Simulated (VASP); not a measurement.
# C (Fm-3m) in VASP: further runs

C is run at these levels: PBE; tasks: single point.

Everything below comes from runs of VASP 6.6.1. Logs are shortened: lines on timing, memory, paths and dates and some standing lists are left out, and cuts for length are marked.

## 1. The cell of the first run

It takes space group Fm-3m (No. 225, cubic). Conventional cell: a = 2.609 Å, b = 2.609 Å, c = 2.609 Å, α = 90.00°, β = 90.00°, γ = 90.00°. Within 2.4 Å of C (site symmetry m-3m) lie 12 C at 1.84 Å.

## 2. Single point, PBE (4.44 Å³/atom)

File INCAR:

```
SYSTEM = C
ALGO = Normal
EDIFF = 1E-6
ENCUT = 600
GGA = PE
GGA_COMPAT = .FALSE.
ISIF = 2
ISMEAR = -1
LASPH = .TRUE.
LCHARG = .FALSE.
LREAL = .FALSE.
LWAVE = .FALSE.
NBANDS = 8
NELM = 120
PREC = Accurate
SIGMA = 0.08
```

File KPOINTS:

```
k-points
0
G
  26 26 26
  0 0 0
```

File POSCAR:

```
C
1.0
    0.0000000000      1.3044873322      1.3044873322
    1.3044873322      0.0000000000      1.3044873322
    1.3044873322      1.3044873322      0.0000000000
C
1
Direct
    0.0000000000      0.0000000000      0.0000000000
```

Potentials or basis: VASP PAW PBE potentials, release 64 (C).

Command:

```bash
> cat potpaw_PBE.64/C/POTCAR > POTCAR
> mpirun -np 1 vasp_std > vasp.out
```

OUTCAR:

```text
SYSTEM = C
   EDIFF = 1E-6
   ENCUT = 600
   GGA = PE
   ISIF = 2
   ISMEAR = -1
   LASPH = .TRUE.
   LREAL = .FALSE.
   NELM = 120
   PREC = Accurate

 ion  position               nearest neighbor table
   1  0.000  0.000  0.000-

  LATTYP: Found a face centered cubic cell.
 ALAT       =     2.6089746644

  Lattice vectors:

 A1 = (   0.0000000000,   1.3044873322,   1.3044873322)
 A2 = (   1.3044873322,   0.0000000000,   1.3044873322)
 A3 = (   1.3044873322,   1.3044873322,   0.0000000000)

Analysis of symmetry for initial positions (statically):
=====================================================================
 Subroutine PRICEL returns:
 Original cell was already a primitive cell.

 Routine SETGRP: Setting up the symmetry group for a
 face centered cubic supercell.

 Subroutine GETGRP returns: Found 48 space group operations
 (whereof 48 operations were pure point group operations)
 out of a pool of 48 trial point group operations.

The static configuration has the point symmetry O_h .

Analysis of symmetry for dynamics (positions and initial velocities):
=====================================================================
 Subroutine PRICEL returns:
 Original cell was already a primitive cell.

 Routine SETGRP: Setting up the symmetry group for a
 face centered cubic supercell.

 Subroutine GETGRP returns: Found 48 space group operations
 (whereof 48 operations were pure point group operations)
 out of a pool of 48 trial point group operations.

The dynamic configuration has the point symmetry O_h .

 Subroutine INISYM returns: Found 48 space group operations
 (whereof 48 operations are pure point group operations),
 and found     1 'primitive' translations

----------------------------------------------------------------------------------------

                                     Primitive cell

  volume of cell :       4.4397

  direct lattice vectors                    reciprocal lattice vectors
     0.000000000  1.304487332  1.304487332    -0.383292338  0.383292338  0.383292338
     1.304487332  0.000000000  1.304487332     0.383292338 -0.383292338  0.383292338
     1.304487332  1.304487332  0.000000000     0.383292338  0.383292338 -0.383292338

  length of vectors
     1.844823677  1.844823677  1.844823677     0.663881804  0.663881804  0.663881804

  position of ions in fractional coordinates (direct lattice)
     0.000000000  0.000000000  0.000000000

  ion indices of the primitive-cell ions
   primitive index   ion index
                 1           1

----------------------------------------------------------------------------------------

 KPOINTS: k-points

Automatic generation of k-mesh.
 Grid dimensions read from file:
 generate k-points for:   26   26   26

 Generating k-lattice:

  Cartesian coordinates                     Fractional coordinates (reciprocal lattice)
    -0.014742013  0.014742013  0.014742013     0.038461538  0.000000000  0.000000000
     0.014742013 -0.014742013  0.014742013     0.000000000  0.038461538  0.000000000
     0.014742013  0.014742013 -0.014742013     0.000000000  0.000000000  0.038461538

  Length of vectors
     0.025533916  0.025533916  0.025533916

  Shift w.r.t. Gamma in fractional coordinates (k-lattice)
     0.000000000  0.000000000  0.000000000

 Subroutine IBZKPT returns following result:
 ===========================================

 Found    511 irreducible k-points:

 Following reciprocal coordinates:
            Coordinates               Weight
  0.000000  0.000000  0.000000      1.000000
  0.038462  0.000000  0.000000      8.000000
  0.076923  0.000000  0.000000      8.000000
  0.115385  0.000000  0.000000      8.000000
  0.153846  0.000000  0.000000      8.000000
  0.192308  0.000000  0.000000      8.000000
[... 16 lines left out ...]
  0.346154  0.038462  0.000000     24.000000
  0.384615  0.038462  0.000000     24.000000
 [... further k-points ...]
   k-points           NKPTS =    511   k-points in BZ     NKDIM =    511   number of bands    NBANDS=      8
   number of dos      NEDOS =    301   number of ions     NIONS =      1
   total plane-waves  NPLWV =   4096
   dimension x,y,z NGX =    16 NGY =   16 NGZ =   16
   dimension x,y,z NGXF=    32 NGYF=   32 NGZF=   32
   ions per type =               1
   NGX,Y,Z   is equivalent  to a cutoff of  14.42, 14.42, 14.42 a.u.
   NGXF,Y,Z  is equivalent  to a cutoff of  28.84, 28.84, 28.84 a.u.
 SYSTEM =  C
   PREC   = accura    normal or accurate (medium, high low for compatibility)
   ISTART =      0    job   : 0-new  1-cont  2-samecut
   ICHARG =      2    charge: 1-file 2-atom 10-const
   ISPIN  =      1    spin polarized calculation?
   LNONCOLLINEAR =      F non collinear calculations
   LSORBIT =      F    spin-orbit coupling
   LASPH  =      T    aspherical Exc in radial PAW
   ENCUT  =  600.0 eV  44.10 Ry    6.64 a.u.   3.68  3.68  3.68*2*pi/ulx,y,z
   NELM   =    120;   NELMIN=  2; NELMDL= -5     # of ELM steps
   EDIFF  = 0.1E-05   stopping-criterion for ELM
   LREAL  =      F    real-space projection
   EDIFFG = 0.1E-04   stopping-criterion for IOM
   NSW    =      0    number of steps for IOM
   IBRION =     -1    ionic relax: 0-MD 1-quasi-New 2-CG
   NFREE  =      0    steps in history (QN), initial steepest desc. (CG)
   ISIF   =      2    stress and relaxation
   ISYM   =      2    0-nonsym 1-usesym 2-fastsym
   POTIM  = 0.5000    time-step for ionic-motion
   TEBEG  =    0.0;   TEEND  =   0.0 temperature during run
   PSTRESS=    0.0 pullay stress
   NELECT =       4.0000    total number of electrons
   NUPDOWN=      -1.0000    fix difference up-down
   EMIN   =  10.00;   EMAX   =-10.00  energy-range for DOS
   EFERMI =   0.00;   METHOD = LEGACY
   ISMEAR =    -1;   SIGMA  =   0.08  broadening in eV -4-tet -1-fermi 0-gaus
   EFERMI_NEDOS =   21; number of points for ismear=-14 and -15
   IALGO  =     38    algorithm
   IMIX   =      4    mixing-type and parameters
     AMIX     =   0.40;   BMIX     =  1.00
     AMIX_MAG =   1.60;   BMIX_MAG =  1.00
  volume/ion in A,a.u.               =       4.44        29.96
  Fermi-wavevector in a.u.,A,eV,Ry     =   1.581169  2.987976 34.015864  2.500095
  Thomas-Fermi vector in A             =   2.681285
   LORBIT       =      0    0 simple, 1 ext, 2 COOP (PROOUT), +10 PAW based schemes
   GGA     = PE    functional components
   LHFCALC =     F    Hartree Fock is set to
   AEXX    =    0.0000 exact exchange contribution
   IVDW    =     0    specifies the selected vdW correction
   LEPSILON=     F    determine dielectric tensor
   LRPA    =     F    only Hartree local field effects (RPA)
 non-spin polarized calculation
  energy-cutoff  :      600.00
  volume of cell :        4.44
 maximum number of plane-waves:       169
   NGX =  7   NGY =  7   NGZ =  7

 number of electron       4.0000000 magnetization

 Free energy of the ion-electron system (eV)
  ---------------------------------------------------
  ext. energy  EPLUGINS =         0.00000000
  ---------------------------------------------------
  free energy    TOTEN  =        -3.52808240 eV

  energy without entropy =       -3.52241460  energy(sigma->0) =       -3.52524850

 E-fermi :  16.1375     XC(G=0): -15.2082

 val. band max:       16.1344399665   @ k =   0.5000   0.3077   0.0000
 cond. band min:      16.1386335682   @ k =   0.4615   0.3462   0.0000
 fundamental gap:      0.0041936016
 Fermi energy:        16.1374891625

 k-point     1 :       0.0000    0.0000    0.0000
  band No.  band energies     occupation
      1     -10.9422      2.00000
      2      28.6176      0.00000
      3      28.6176      0.00000
      4      28.6176      0.00000
      5      53.3913      0.00000
      6      53.3913      0.00000
      7      53.3913      0.00000
      8      58.7531      0.00000

 k-point     2 :       0.0385    0.0000    0.0000
  band No.  band energies     occupation
      1     -10.8617      2.00000
      2      28.3208      0.00000
      3      28.5576      0.00000
      4      28.5576      0.00000
      5      52.4032      0.00000
      6      53.5436      0.00000
      7      53.5436      0.00000
      8      60.1616      0.00000

 k-point     3 :       0.0769    0.0000    0.0000
  band No.  band energies     occupation
      1     -10.6208      2.00000
      2      27.4400      0.00000
      3      28.3841      0.00000
      4      28.3841      0.00000
      5      50.8054      0.00000
      6      53.9635      0.00000
      7      53.9635      0.00000
      8      62.3164      0.00000

 k-point     4 :       0.1154    0.0000    0.0000
  band No.  band energies     occupation
      1     -10.2195      2.00000
      2      26.0193      0.00000
      3      28.1188      0.00000
      4      28.1188      0.00000
      5      49.5285      0.00000
      6      54.5258      0.00000
      7      54.5258      0.00000
      8      61.1746      0.00000

 k-point     5 :       0.1538    0.0000    0.0000
  band No.  band energies     occupation
      1      -9.6581      2.00000
      2      24.1468      0.00000
      3      27.7904      0.00000
      4      27.7904      0.00000
      5      48.7362      0.00000
      6      54.9730      0.00000
      7      54.9730      0.00000
      8      59.7681      0.00000
[... 177 lines left out ...]
 k-point    22 :       0.3077    0.0385    0.0000
  band No.  band energies     occupation
      1      -6.1743      2.00000
      2      15.3804      1.99984
      3      25.8885      0.00000
      4      26.7849      0.00000
      5      48.7426      0.00000
      6      50.9348      0.00000
      7      53.4686      0.00000
      8      56.8294      0.00000

 k-point    23 :       0.3462    0.0385    0.0000
  band No.  band energies     occupation
      1      -4.8847      2.00000
      2      12.8717      2.00000
      3      25.6586      0.00000
      4      26.4295      0.00000
      5      49.0279      0.00000
      6      50.2848      0.00000
      7      52.4647      0.00000
      8      56.0292      0.00000

 k-point    24 :       0.3846    0.0385    0.0000
  band No.  band energies     occupation
      1      -3.4529      2.00000
      2      10.4340      2.00000
      3      25.5005      0.00000
      4      26.1057      0.00000
      5      48.7095      0.00000
      6      50.4831      0.00000
      7      51.5668      0.00000
      8      55.3553      0.00000

 [... further k-points ...]

------------------------ aborting loop because EDIFF is reached ----------------------------------------

  FORCE on cell =-STRESS in cart. coord.  units (eV):
  Direction    XX          YY          ZZ          XY          YZ          ZX
  --------------------------------------------------------------------------------------
  -------------------------------------------------------------------------------------
  Total        5.1382089      5.1382089      5.1382089     -0.0000000      0.0000000      0.0000000
  in kB     1854.2690443   1854.2690443   1854.2690443     -0.0000000      0.0000000      0.0000000
  external PRESSURE =    1854.2690443 kB  Pullay stress =       0.0000000 kB

 VOLUME and BASIS-vectors are now :
 -----------------------------------------------------------------------------
  energy-cutoff  :      600.00
  volume of cell :        4.44
      direct lattice vectors                 reciprocal lattice vectors
     0.000000000  1.304487332  1.304487332    -0.383292338  0.383292338  0.383292338
     1.304487332  0.000000000  1.304487332     0.383292338 -0.383292338  0.383292338
     1.304487332  1.304487332  0.000000000     0.383292338  0.383292338 -0.383292338

 POSITION                                       TOTAL-FORCE (eV/Angst)
 -----------------------------------------------------------------------------------
      0.00000      0.00000      0.00000        -0.000000      0.000000      0.000000
 -----------------------------------------------------------------------------------
    total drift:                                0.000000     -0.000000     -0.000000

  FREE ENERGIE OF THE ION-ELECTRON SYSTEM (eV)
  ---------------------------------------------------
  free  energy   TOTEN  =        -3.5280824002 eV

  energy  without entropy=       -3.5224146020  energy(sigma->0) =       -3.52524850
```

Run time: 7.7 s. Hardware: 1 thread of Intel Xeon Platinum 8375C at 2.90GHz (Ice Lake), shared host; peak memory 0.12 GiB.

What came out:

```
Free energy            : -3.5281 eV
Pressure               : 185.4 GPa
Band gap on the k mesh : zero (bands 2 and 3 overlap by 16.33 eV)
```

Levels at points of the mesh, in eV from the Fermi level:
```tsv
k point	band 1	band 2	band 3	band 4	band 5	band 6	band 7
(0.00, 0.00, 0.00)	-27.08	12.48	12.48	12.48	37.25	37.25	37.25
(0.50, 0.00, 0.00)	-15.06	-11.88	9.49	9.49	33.51	33.51	35.41
(0.50, 0.50, 0.00)	-12.02	-5.43	2.47	2.47	17.76	19.32	53.83
```

Caveat: the cell stands under pressure.

## 3. Single point, PBE

This run uses another cell than the first one, of 7.34 Å³/atom.

File INCAR:

```
  PREC = Accurate
  ENCUT = 600
  EDIFF = 1E-6
  ISMEAR = -1
  SIGMA = 0.08
  LREAL = F
  LASPH = T
  NELM = 120
  ALGO = Normal
  ISIF = 2
  LWAVE = F
  LCHARG = T
  GGA = PE
  LELF = T
  LVHAR = T
  NBANDS = 8
  GGA_COMPAT = F
```

File KPOINTS:

```
regular mesh
0
Gamma
  23 23 23
```

File POSCAR:

```
C
1.0
    0.0000000000      1.5423682426      1.5423682426
    1.5423682426      0.0000000000      1.5423682426
    1.5423682426      1.5423682426      0.0000000000
C
1
Direct
    0.0000000000      0.0000000000      0.0000000000
```

Potentials or basis: VASP PAW PBE potentials, release 64 (C).

Command:

```bash
> cat potpaw_PBE.64/C/POTCAR > POTCAR
> mpirun -np 1 vasp_std > vasp.out
```

OUTCAR:

```text
PREC = Accurate
   ENCUT = 600
   EDIFF = 1E-6
   ISMEAR = -1
   LREAL = F
   LASPH = T
   NELM = 120
   ISIF = 2
   GGA = PE

 ion  position               nearest neighbor table
   1  0.000  0.000  0.000-

  LATTYP: Found a face centered cubic cell.
 ALAT       =     3.0847364852

  Lattice vectors:

 A1 = (   0.0000000000,   1.5423682426,   1.5423682426)
 A2 = (   1.5423682426,   0.0000000000,   1.5423682426)
 A3 = (   1.5423682426,   1.5423682426,   0.0000000000)

Analysis of symmetry for initial positions (statically):
=====================================================================
 Subroutine PRICEL returns:
 Original cell was already a primitive cell.

 Routine SETGRP: Setting up the symmetry group for a
 face centered cubic supercell.

 Subroutine GETGRP returns: Found 48 space group operations
 (whereof 48 operations were pure point group operations)
 out of a pool of 48 trial point group operations.

The static configuration has the point symmetry O_h .

Analysis of symmetry for dynamics (positions and initial velocities):
[... 159 lines left out ...]
 val. band max:        7.5619713710   @ k =   0.4783   0.3478   0.1304
 cond. band min:       7.5793984633   @ k =  -0.4348   0.3478   0.1304
 fundamental gap:      0.0174270923
 Fermi energy:         7.5741951443

 k-point     1 :       0.0000    0.0000    0.0000
  band No.  band energies     occupation
      1     -11.1449      2.00000
      2      15.4772      0.00000
      3      15.4772      0.00000
      4      15.4772      0.00000
      5      37.4964      0.00000
      6      37.4964      0.00000
      7      37.4964      0.00000
      8      38.3878      0.00000
[... 243 lines left out ...]
 k-point    24 :      -0.4783    0.0435    0.0000
  band No.  band energies     occupation
      1      -1.8882      2.00000
      2      -0.8862      2.00000
      3      13.5373      0.00000
      4      13.7106      0.00000
      5      32.2228      0.00000
      6      33.3352      0.00000
      7      35.1407      0.00000
      8      37.5950      0.00000

 [... further k-points ...]

------------------------ aborting loop because EDIFF is reached ----------------------------------------

  FORCE on cell =-STRESS in cart. coord.  units (eV):
  Direction    XX          YY          ZZ          XY          YZ          ZX
  --------------------------------------------------------------------------------------
  -------------------------------------------------------------------------------------
  Total       -0.0022988     -0.0022988     -0.0022988      0.0000000      0.0000000     -0.0000000
  in kB       -0.5019099     -0.5019099     -0.5019099      0.0000000      0.0000000     -0.0000000
  external PRESSURE =      -0.5019099 kB  Pullay stress =       0.0000000 kB

 VOLUME and BASIS-vectors are now :
 -----------------------------------------------------------------------------
  energy-cutoff  :      600.00
  volume of cell :        7.34
      direct lattice vectors                 reciprocal lattice vectors
     0.000000000  1.542368243  1.542368243    -0.324176799  0.324176799  0.324176799
     1.542368243  0.000000000  1.542368243     0.324176799 -0.324176799  0.324176799
     1.542368243  1.542368243  0.000000000     0.324176799  0.324176799 -0.324176799

 POSITION                                       TOTAL-FORCE (eV/Angst)
 -----------------------------------------------------------------------------------
      0.00000      0.00000      0.00000         0.000000      0.000000     -0.000000
 -----------------------------------------------------------------------------------
    total drift:                                0.000000     -0.000000     -0.000000

  FREE ENERGIE OF THE ION-ELECTRON SYSTEM (eV)
  ---------------------------------------------------
  free  energy   TOTEN  =        -4.6680135548 eV

  energy  without entropy=       -4.6598367523  energy(sigma->0) =       -4.66392515
```

It took 16 s on 1 thread of Intel Xeon Platinum 8375C at 2.90GHz (Ice Lake), shared host; peak memory 0.13 GiB.

Results:

```yaml
Free_energy: -4.6680 eV
Pressure: -0.1 GPa
Band_gap_on_the_k_mesh: zero (bands 2 and 3 overlap by 11.05 eV)
```
